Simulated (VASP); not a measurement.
A run of VASP 6.6.1 is set up as follows.

Contents of INCAR:

```
SYSTEM = CoSnH4
PREC = Accurate
ENCUT = 520
EDIFF = 1E-7
ISMEAR = 0
SIGMA = 0.1
LREAL = .FALSE.
LASPH = .TRUE.
NELM = 150
ALGO = Normal
ISIF = 2
LWAVE = .FALSE.
LCHARG = .TRUE.
ISPIN = 2
MAGMOM = 0.37 0 0 0 0 0
LORBIT = 11
LMAXMIX = 4
GGA = PE
LELF = .TRUE.
LVHAR = .TRUE.
NBANDS = 26
```

Contents of KPOINTS:

```
Automatic mesh
0
G
  6 6 6
  0 0 0
```

The input POSCAR:

```
CoSnH4
1.0
    0.0000000000      2.9108361003      2.9108361003
    2.9108361003      0.0000000000      2.9108361003
    2.9108361003      2.9108361003      0.0000000000
Co Sn H
1 1 4
Direct
    0.0000000000      0.0000000000      0.0000000000
    0.7500000000      0.7500000000      0.7500000000
    0.3355869041      0.9932392878      0.3355869041
    0.3355869041      0.3355869041      0.9932392878
    0.3355869041      0.3355869041      0.3355869041
    0.9932392878      0.3355869041      0.3355869041
```

Potentials or basis: VASP PAW PBE potentials, release 64 (Co, Sn_d, H).

Launch:

```bash
$ cat potpaw_PBE.64/Co/POTCAR potpaw_PBE.64/Sn_d/POTCAR potpaw_PBE.64/H/POTCAR > POTCAR
$ mpirun -np 1 vasp_std > vasp.out
```

Q: Estimate the pressure.

A: -0.3 GPa.

Q: Estimate the net moment.

A: 0.00 μB per cell.

Q: Estimate the largest force.

A: 0.032 eV/Å.

Forces on the atoms (eV/Å):
```
Co   0.000  0.000  0.000
Sn   0.000  0.000  0.000
H   -0.019  0.019 -0.019
H   -0.019 -0.019  0.019
H    0.019  0.019  0.019
H    0.019 -0.019 -0.019
```
